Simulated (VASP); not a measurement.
A run of VASP 6.6.1 is set up as follows.

Contents of INCAR:

```
SYSTEM = Sn
ALGO = Normal
EDIFF = 1E-6
ENCUT = 520
GGA = PE
ISIF = 2
ISMEAR = -1
LASPH = .TRUE.
LCHARG = .FALSE.
LREAL = .FALSE.
LWAVE = .FALSE.
NBANDS = 21
NELM = 60
PREC = Accurate
SIGMA = 0.03
```

Contents of KPOINTS:

```
k-points
0
G
  11 11 8
  0 0 0
```

POSCAR

```
Sn
1.0
   -2.9773321013      2.9790067394      1.6030901642
    2.9790067394     -2.9773321013      1.6030901642
    2.9770686044      2.9770686044     -1.6000204610
Sn
2
Direct
    0.0000231878      0.9999768122      0.0000000000
    0.7499768122      0.2500231878      0.5000000000
```

Potentials or basis: VASP PAW PBE potentials, release 64 (Sn_d).

The run is started by

```console
$ cat potpaw_PBE.64/Sn_d/POTCAR > POTCAR
$ mpirun -np 1 vasp_std > vasp.out
```

**Question.** Predict the pressure.

**Answer.** -0.1 GPa.

**Question.** Predict the largest force.

**Answer.** 0.004 eV/Å.

Stress tensor (GPa, compression positive):
```
-0.04  0.05 -0.05
 0.05 -0.04 -0.05
-0.05 -0.05 -0.20
```
